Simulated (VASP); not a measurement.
**SnRu4: relaxation of cell and atoms with PBE**

Crystal: SnRu4.

```
Sn Ru
1.0
     4.57816    0.00000    0.00000
     0.00000    4.57816    0.00000
     0.00000    0.00000    4.57816
Sn Ru
1 4
Direct
  0.00000 0.00000 0.00000
  0.30926 0.30926 0.30926
  0.69074 0.69074 0.30926
  0.30926 0.69074 0.69074
  0.69074 0.30926 0.69074
```

The cell was built from a structure type or drawn by symmetry, and may not be a known phase.

| Property | Result |
| --- | --- |
| Program | VASP 6.6.1 |
| Task | relaxation of cell and atoms |
| Functional | PBE |
| Potentials or basis | VASP PAW PBE potentials, release 64 (Sn_d, Ru_pv) |
| Cutoff | 600 eV |
| k mesh | 8 × 8 × 8 |
| Occupations | gaussian, width 0.1 eV |
| Spin | no spin polarisation |
| Dipole correction | no |
| Further INCAR settings | ALGO = Fast; EDIFF = 1e-06; IBRION = 2; EDIFFG = -0.01; NSW = 100; ISIF = 3 |

```
Energy gained by relaxing : 0.0 meV/atom
Ionic steps               : 3
Pressure after relaxing   : 0.0 GPa
Band gap on the k mesh    : zero (bands 35 and 36 overlap by 0.47 eV)
```

Final structure:
```yaml
crystal:
  lattice:
    - [4.57824, 0.00000, 0.00000]
    - [0.00000, 4.57824, 0.00000]
    - [0.00000, 0.00000, 4.57824]
  atoms:
    - { symbol: Sn, position: [0.00000, 0.00000, 0.00000] }
    - { symbol: Ru, position: [0.30933, 0.30933, 0.30933] }
    - { symbol: Ru, position: [0.69067, 0.69067, 0.30933] }
    - { symbol: Ru, position: [0.30933, 0.69067, 0.69067] }
    - { symbol: Ru, position: [0.69067, 0.30933, 0.69067] }
```

Levels at points of the mesh, in eV from the Fermi level:
| k point | band 31 | band 32 | band 33 | band 34 | band 35 | band 36 | band 37 | band 38 | band 39 | band 40 |
| --- | --- | --- | --- | --- | --- | --- | --- | --- | --- | --- |
| (0.00, 0.00, 0.00) | -0.92 | -0.92 | -0.92 | 0.23 | 0.23 | 0.23 | 0.70 | 0.70 | 0.70 | 2.61 |
| (0.50, 0.00, 0.00) | -1.44 | -1.29 | -1.15 | -0.26 | -0.26 | 0.21 | 0.24 | 0.93 | 0.93 | 2.51 |
| (0.50, 0.50, 0.00) | -1.04 | -1.04 | -0.85 | -0.68 | -0.68 | 0.12 | 0.87 | 1.07 | 1.09 | 1.16 |
| (0.50, 0.50, 0.50) | -1.05 | -1.05 | -1.05 | 0.41 | 0.41 | 0.83 | 0.83 | 0.83 | 0.91 | 0.91 |

It took 4.7 min on 1 thread of Intel(R) Xeon(R) Platinum 8259CL CPU @ 2.50GHz (Skylake/Cascade Lake) (shared host), peak memory 0.34 GiB.

Caveat: spin-orbit coupling is left out, which moves the levels of the heavy elements.
